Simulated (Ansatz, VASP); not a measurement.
# One calculation of Zn2NF, two programs

```xyz
4
Lattice="3.1028 0.0000 0.0000 -1.5514 2.6871 0.0000 0.0000 0.0000 5.5572" Properties=species:S:1:pos:R:3 pbc="T T T"
Zn    0.0000    1.7914    4.3957
Zn    0.0000    1.7914    1.1615
N     1.5514    0.8957    0.0000
F     0.0000    0.0000    2.7786
```

Change from the starting cell: species swapped into the BiSbPd2 type (P-6m2, No. 187).

Alike in both runs: functional PBE; k mesh 6 × 6 × 4; occupations gaussian, width 0.1 eV; no spin polarisation.

Ansatz relaxed the structure, and its values are those at the end. VASP's run is a single point on that final structure, the one shown.

```csv
,VASP,Ansatz
version,VASP 6.6.1,Ansatz 0.2.0
potentials or method,"VASP PAW PBE potentials, release 64 (Zn, N, F), cutoff 520 eV","scalar-relativistic, plane waves, PAW"
valence electrons in the cell,36,36
```

Ansatz gave:

| Item | Value |
| --- | --- |
| gap on the k mesh at the Fermi level (eV) | none |
| pressure (GPa) | 0.1 |
| rms of the force components (eV/Å) | 0.000 |

What did VASP give for the same quantities?

gap on the k mesh at the Fermi level (eV): none; pressure (GPa): 0.5; rms of the force components (eV/Å): 0.017.

A gap of «none» marks a metal or a gap that the smearing closes.

The k mesh is coarse, so the values compare programs but aren't converged.
